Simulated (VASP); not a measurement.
# Re: single point with PBE

Re:

```
Re
1.0
     2.76080    0.00000    0.00000
    -1.38040    2.39092    0.00000
     0.00000    0.00000    4.45820
Re
2
Direct
  0.33333 0.66667 0.25000
  0.66667 0.33333 0.75000
```

```json
{
  "Program": "VASP 6.6.1",
  "Task": "single point",
  "Functional": "PBE",
  "Potentials or basis": "VASP PAW PBE potentials, release 64 (Re)",
  "Cutoff": "520 eV",
  "k mesh": "9 × 9 × 4",
  "Occupations": "gaussian, width 0.1 eV",
  "Spin": "no spin polarisation",
  "Dipole correction": "no",
  "Further INCAR settings": "ALGO = Normal; EDIFF = 1e-06; NBANDS = 14"
}
```

```yaml
Pressure: 5.5 GPa
Band_gap_on_the_k_mesh: zero (band 7 reaches 9.01 eV, above the bottom of band 8 at 6.18 eV)
```

Stress tensor (GPa, compression positive):
```
5.59 0.00 0.00
0.00 5.59 0.00
0.00 0.00 5.26
```

Levels at points of the mesh, in eV from the Fermi level:
```csv
k point,band 3,band 4,band 5,band 6,band 7,band 8,band 9,band 10,band 11,band 12
"(0.00, 0.00, 0.00)",-1.60,-1.60,-1.60,-0.77,-0.77,0.17,0.17,0.59,3.34,3.34
"(0.00, 0.00, 0.50)",-2.40,-2.40,-1.73,-1.73,-1.73,-1.73,2.53,2.53,2.53,2.53
```

Wall time 16 s on 1 thread of AMD EPYC 9R45 96-Core Processor (Zen 5), with other jobs on the host, peak memory 0.13 GiB.

Caveat: spin-orbit coupling is left out, which moves the levels of the heavy elements.
